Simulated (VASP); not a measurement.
# W (Im-3m) in VASP: a series of runs

The runs below take W through single point, with PBE.

Everything below comes from runs of VASP 6.6.1. Logs are shortened: lines on timing, memory, paths and dates and some standing lists are left out, and cuts for length are marked.

## Step 1: The cell of the first run

Symmetry: Im-3m, No. 229, cubic system. Conventional cell: a = 3.170 Å, b = 3.170 Å, c = 3.170 Å, α = 90.00°, β = 90.00°, γ = 90.00°. Within 3.6 Å of W (site symmetry m-3m) lie 14 W at 2.75 to 3.17 Å.

## Step 2: Single point, PBE

Contents of INCAR:

```
ALGO = Normal ; EDIFF = 1E-6
ENCUT = 500 ; GGA = PE
GGA_COMPAT = F ; ISIF = 2
ISMEAR = 0 ; LASPH = T
LCHARG = T ; LELF = T
LREAL = F ; LVHAR = T
LWAVE = F ; NBANDS = 13
NELM = 120 ; PREC = Accurate
SIGMA = 0.1
```

Contents of KPOINTS:

```
k-points
0
Gamma
  8 8 8
```

Contents of POSCAR:

```
W
1.0
   -1.5851577801      1.5851577801      1.5851577801
    1.5851577801     -1.5851577801      1.5851577801
    1.5851577801      1.5851577801     -1.5851577801
W
1
Direct
    0.0000000000      0.0000000000      0.0000000000
```

Potentials or basis: VASP PAW PBE potentials, release 64 (W_sv).

On the command line:

```bash
$ cat potpaw_PBE.64/W_sv/POTCAR > POTCAR
$ mpirun -np 1 vasp_std > vasp.out
```

OUTCAR:

```text
EDIFF = 1E-6
   ENCUT = 500
   GGA = PE
   ISIF = 2
   ISMEAR = 0
   LASPH = T
   LREAL = F
   NELM = 120
   PREC = Accurate

 ion  position               nearest neighbor table
   1  0.000  0.000  0.000-

  LATTYP: Found a body centered cubic cell.
 ALAT       =     3.1703155602

  Lattice vectors:

 A1 = (  -1.5851577801,   1.5851577801,   1.5851577801)
 A2 = (   1.5851577801,  -1.5851577801,   1.5851577801)
 A3 = (   1.5851577801,   1.5851577801,  -1.5851577801)

Analysis of symmetry for initial positions (statically):
=====================================================================
 Subroutine PRICEL returns:
 Original cell was already a primitive cell.

 Routine SETGRP: Setting up the symmetry group for a
 body centered cubic supercell.

 Subroutine GETGRP returns: Found 48 space group operations
 (whereof 48 operations were pure point group operations)
 out of a pool of 48 trial point group operations.

The static configuration has the point symmetry O_h .

Analysis of symmetry for dynamics (positions and initial velocities):
=====================================================================
 Subroutine PRICEL returns:
 Original cell was already a primitive cell.

 Routine SETGRP: Setting up the symmetry group for a
 body centered cubic supercell.

 Subroutine GETGRP returns: Found 48 space group operations
 (whereof 48 operations were pure point group operations)
 out of a pool of 48 trial point group operations.

The dynamic configuration has the point symmetry O_h .

 Subroutine INISYM returns: Found 48 space group operations
 (whereof 48 operations are pure point group operations),
 and found     1 'primitive' translations

----------------------------------------------------------------------------------------

                                     Primitive cell

  volume of cell :      15.9323

  direct lattice vectors                    reciprocal lattice vectors
    -1.585157780  1.585157780  1.585157780     0.000000000  0.315426014  0.315426014
     1.585157780 -1.585157780  1.585157780     0.315426014  0.000000000  0.315426014
     1.585157780  1.585157780 -1.585157780     0.315426014  0.315426014  0.000000000

  length of vectors
     2.745573813  2.745573813  2.745573813     0.446079747  0.446079747  0.446079747

  position of ions in fractional coordinates (direct lattice)
     0.000000000  0.000000000  0.000000000

  ion indices of the primitive-cell ions
   primitive index   ion index
                 1           1

----------------------------------------------------------------------------------------
[... 76 lines left out ...]
   ISIF   =      2    stress and relaxation
   ISYM   =      2    0-nonsym 1-usesym 2-fastsym
   POTIM  = 0.5000    time-step for ionic-motion
   TEBEG  =    0.0;   TEEND  =   0.0 temperature during run
   PSTRESS=    0.0 pullay stress
   NELECT =      14.0000    total number of electrons
   NUPDOWN=      -1.0000    fix difference up-down
   EMIN   =  10.00;   EMAX   =-10.00  energy-range for DOS
   EFERMI =   0.00;   METHOD = LEGACY
   ISMEAR =     0;   SIGMA  =   0.10  broadening in eV -4-tet -1-fermi 0-gaus
   EFERMI_NEDOS =   21; number of points for ismear=-14 and -15
   IALGO  =     38    algorithm
   IMIX   =      4    mixing-type and parameters
     AMIX     =   0.40;   BMIX     =  1.00
     AMIX_MAG =   1.60;   BMIX_MAG =  1.00
  volume/ion in A,a.u.               =      15.93       107.52
  Fermi-wavevector in a.u.,A,eV,Ry     =   1.568044  2.963174 33.453504  2.458763
  Thomas-Fermi vector in A             =   2.670134
   LORBIT       =      0    0 simple, 1 ext, 2 COOP (PROOUT), +10 PAW based schemes
   GGA     = PE    functional components
   LHFCALC =     F    Hartree Fock is set to
   AEXX    =    0.0000 exact exchange contribution
   IVDW    =     0    specifies the selected vdW correction
   LEPSILON=     F    determine dielectric tensor
   LRPA    =     F    only Hartree local field effects (RPA)
 non-spin polarized calculation
 Gauss-broadening in eV      SIGMA  =   0.10
  energy-cutoff  :      500.00
  volume of cell :       15.93
 maximum number of plane-waves:       420
   NGX =  9   NGY =  9   NGZ =  9

 number of electron      14.0000003 magnetization

 Free energy of the ion-electron system (eV)
  ---------------------------------------------------
  ext. energy  EPLUGINS =         0.00000000
  ---------------------------------------------------
  free energy    TOTEN  =       -12.95224036 eV

  energy without entropy =      -12.95223887  energy(sigma->0) =      -12.95223962

 E-fermi :  11.1546     XC(G=0): -13.6118

 val. band max:       10.8711596030   @ k =   0.1250   0.0000   0.0000
 cond. band min:      11.4410870317   @ k =  -0.2500   0.2500   0.1250
 fundamental gap:      0.5699274287
 Fermi energy:        11.1545890240

 k-point     1 :       0.0000    0.0000    0.0000
  band No.  band energies     occupation
      1     -62.8170      2.00000
      2     -26.3865      2.00000
      3     -26.3865      2.00000
      4     -26.3865      2.00000
      5       1.7614      2.00000
      6      10.1531      2.00000
      7      10.1531      2.00000
      8      10.1531      2.00000
      9      13.6212      0.00000
     10      13.6212      0.00000
     11      25.8754      0.00000
     12      25.8754      0.00000
     13      25.8754      0.00000
[... 354 lines left out ...]
  band No.  band energies     occupation
      1     -62.6541      2.00000
      2     -27.3330      2.00000
      3     -26.9786      2.00000
      4     -26.8603      2.00000
      5       6.8458      2.00000
      6       7.5721      2.00000
      7      10.8482      1.99999
      8      11.6399      0.00000
      9      15.0786      0.00000
     10      15.7313      0.00000
     11      25.0000      0.00000
     12      27.4923      0.00000
     13      28.6399      0.00000

 [... further k-points ...]
[... 5 lines left out ...]
  --------------------------------------------------------------------------------------
  -------------------------------------------------------------------------------------
  Total        0.4825165      0.4825165      0.4825165      0.0000000     -0.0000000      0.0000000
  in kB       48.5227378     48.5227378     48.5227378      0.0000000     -0.0000000      0.0000000
  external PRESSURE =      48.5227378 kB  Pullay stress =       0.0000000 kB

 VOLUME and BASIS-vectors are now :
 -----------------------------------------------------------------------------
  energy-cutoff  :      500.00
  volume of cell :       15.93
      direct lattice vectors                 reciprocal lattice vectors
    -1.585157780  1.585157780  1.585157780     0.000000000  0.315426014  0.315426014
     1.585157780 -1.585157780  1.585157780     0.315426014  0.000000000  0.315426014
     1.585157780  1.585157780 -1.585157780     0.315426014  0.315426014  0.000000000

 POSITION                                       TOTAL-FORCE (eV/Angst)
 -----------------------------------------------------------------------------------
      0.00000      0.00000      0.00000        -0.000000     -0.000000      0.000000
 -----------------------------------------------------------------------------------
    total drift:                                0.000000     -0.000000      0.000000

  FREE ENERGIE OF THE ION-ELECTRON SYSTEM (eV)
  ---------------------------------------------------
  free  energy   TOTEN  =       -12.9522403628 eV

  energy  without entropy=      -12.9522388705  energy(sigma->0) =      -12.95223962
```

stdout:

```text
POSCAR found type information on POSCAR W
 POSCAR found :  1 types and       1 ions
 scaLAPACK will be used
 LDA part: xc-table for (Slater+PW92), standard interpolation
 POSCAR, INCAR and KPOINTS ok, starting setup
 FFT: planning ... GRIDC
 FFT: planning ... GRID_SOFT
 FFT: planning ... GRID
 WAVECAR not read
 entering main loop
```

Run time: 3.8 s. Hardware: 1 thread of Intel Xeon Platinum 8559C (Emerald Rapids), shared host; peak memory 0.12 GiB.

What came out:

```
Free energy            : -12.9522 eV
Pressure               : 4.9 GPa
Band gap on the k mesh : zero (band 7 reaches 16.50 eV, above the bottom of band 8 at 10.15 eV)
```

Caveat: spin-orbit coupling is left out, which moves the levels of the heavy elements.

## Step 3: Single point, PBE

This run uses another cell than the first one, of 14.85 Å³/atom, 0.932 times its volume.

Contents of INCAR:

```
PREC = Accurate
ENCUT = 520
EDIFF = 1E-6
ISMEAR = 0
SIGMA = 0.1
LREAL = F
LASPH = T
NELM = 60
ALGO = Normal
ISIF = 2
LWAVE = F
LCHARG = F
GGA = PE
NBANDS = 13
```

Contents of KPOINTS:

```
Automatic mesh
0
Gamma
  18 18 18
```

Contents of POSCAR:

```
W
1.0
   -1.5485538439      1.5485538439      1.5485538439
    1.5485538439     -1.5485538439      1.5485538439
    1.5485538439      1.5485538439     -1.5485538439
W
1
Direct
    0.0000000000      0.0000000000      0.0000000000
```

Potentials or basis: VASP PAW PBE potentials, release 64 (W_sv).

On the command line:

```bash
$ cat potpaw_PBE.64/W_sv/POTCAR > POTCAR
$ mpirun -np 1 vasp_std > vasp.out
```

It took 37 s on 1 thread of AMD EPYC 7R13 (Zen 3), shared host; peak memory 0.12 GiB.

The run converged. Its results:

| Item | Value |
| --- | --- |
| Free energy | -12.8333 eV |
| Pressure | 30.9 GPa |
| Band gap on the k mesh | zero (band 7 reaches 18.06 eV, above the bottom of band 8 at 11.06 eV) |

Levels at points of the mesh, in eV from the Fermi level:
```tsv
k point	band 4	band 5	band 6	band 7	band 8	band 9	band 10	band 11
(0.00, 0.00, 0.00)	-37.55	-9.98	-1.34	-1.34	-1.34	2.43	2.43	14.67
(0.50, 0.00, 0.00)	-37.56	-6.71	-3.89	0.94	2.36	3.43	6.77	11.66
(0.50, 0.50, 0.50)	-38.65	-6.37	-6.37	5.66	5.66	5.66	8.81	8.81
```

Caveat: spin-orbit coupling is left out, which moves the levels of the heavy elements.

## Step 4: Single point, PBE

This run uses another cell than the first one, of 15.43 Å³/atom, 0.968 times its volume.

Contents of INCAR:

```
PREC     = Accurate       # precision mode
ENCUT    = 520            # plane-wave cutoff, eV
EDIFF    = 1E-6           # SCF threshold, eV
ISMEAR   = 0              # smearing method
SIGMA    = 0.1            # smearing width, eV
LREAL    = False          # projectors in reciprocal space
LASPH    = True           # aspherical terms in the spheres
NELM     = 100            # most SCF steps
ALGO     = Fast           # electronic algorithm
ISIF     = 2              # what is computed and relaxed
LWAVE    = False          # write WAVECAR
LCHARG   = True           # write CHGCAR
GGA      = PE             # functional
LELF     = True           # ELF
LVHAR    = True         
NBANDS   = 13             # bands
```

Contents of KPOINTS:

```
regular mesh
0
Gamma
  18 18 18
```

Contents of POSCAR:

```
W
1.0
   -1.5682775066      1.5682775066      1.5682775066
    1.5682775066     -1.5682775066      1.5682775066
    1.5682775066      1.5682775066     -1.5682775066
W
1
Direct
    0.0000000000      0.0000000000      0.0000000000
```

Potentials or basis: VASP PAW PBE potentials, release 64 (W_sv).

On the command line:

```bash
$ cat potpaw_PBE.64/W_sv/POTCAR > POTCAR
$ mpirun -np 1 vasp_std > vasp.out
```

OUTCAR:

```text
PREC = Accurate
   ENCUT = 520
   EDIFF = 1E-6
   ISMEAR = 0
   LREAL = False
   LASPH = True
   NELM = 100
   ISIF = 2
   GGA = PE

 ion  position               nearest neighbor table
   1  0.000  0.000  0.000-

  LATTYP: Found a body centered cubic cell.
 ALAT       =     3.1365550132

  Lattice vectors:

 A1 = (  -1.5682775066,   1.5682775066,   1.5682775066)
 A2 = (   1.5682775066,  -1.5682775066,   1.5682775066)
[... 563 lines left out ...]
     12      24.5566      0.00000
     13      29.0770      0.00000

 [... further k-points ...]

------------------------ aborting loop because EDIFF is reached ----------------------------------------

  FORCE on cell =-STRESS in cart. coord.  units (eV):
  Direction    XX          YY          ZZ          XY          YZ          ZX
  --------------------------------------------------------------------------------------
  -------------------------------------------------------------------------------------
  Total        1.5118739      1.5118739      1.5118739      0.0000000     -0.0000000      0.0000000
  in kB      156.9991982    156.9991982    156.9991982      0.0000000     -0.0000000      0.0000000
  external PRESSURE =     156.9991982 kB  Pullay stress =       0.0000000 kB

 VOLUME and BASIS-vectors are now :
 -----------------------------------------------------------------------------
  energy-cutoff  :      520.00
  volume of cell :       15.43
      direct lattice vectors                 reciprocal lattice vectors
    -1.568277507  1.568277507  1.568277507     0.000000000  0.318821126  0.318821126
     1.568277507 -1.568277507  1.568277507     0.318821126  0.000000000  0.318821126
     1.568277507  1.568277507 -1.568277507     0.318821126  0.318821126  0.000000000

 POSITION                                       TOTAL-FORCE (eV/Angst)
 -----------------------------------------------------------------------------------
      0.00000      0.00000      0.00000        -0.000000     -0.000000     -0.000000
 -----------------------------------------------------------------------------------
    total drift:                                0.000000     -0.000000      0.000000

  FREE ENERGIE OF THE ION-ELECTRON SYSTEM (eV)
  ---------------------------------------------------
  free  energy   TOTEN  =       -12.9164585142 eV

  energy  without entropy=      -12.9130821706  energy(sigma->0) =      -12.91477034
```

It took 37 s on 1 thread of AMD EPYC 7R13 (Zen 3), shared host; peak memory 0.12 GiB.

Results:

| Property | Result |
| --- | --- |
| Free energy | -12.9165 eV |
| Pressure | 15.7 GPa |
| Band gap on the k mesh | zero (band 7 reaches 17.21 eV, above the bottom of band 8 at 10.56 eV) |

Caveat: spin-orbit coupling is left out, which moves the levels of the heavy elements.

## Step 5: The runs side by side

| cell | k mesh | cutoff (eV) | gap on the mesh (eV) | pressure (GPa) |
| --- | --- | --- | --- | --- |
| a = 2.746 Å, angles 109.5°, 1 atom | 8 × 8 × 8 | 500 | none | 4.9 |
| a = 2.682 Å, angles 109.5°, 1 atom | 18 × 18 × 18 | 520 | none | 30.9 |
| a = 2.716 Å, angles 109.5°, 1 atom | 18 × 18 × 18 | 520 | none | 15.7 |

Alike in all rows: task single point; level PBE; potentials or basis VASP PAW PBE potentials, release 64 (W_sv); no spin polarisation; smearing gaussian 0.1 eV.

Caveats: spin-orbit coupling is left out, which moves the levels of the heavy elements.

Absolute energies hang on the potentials; compare differences alone.
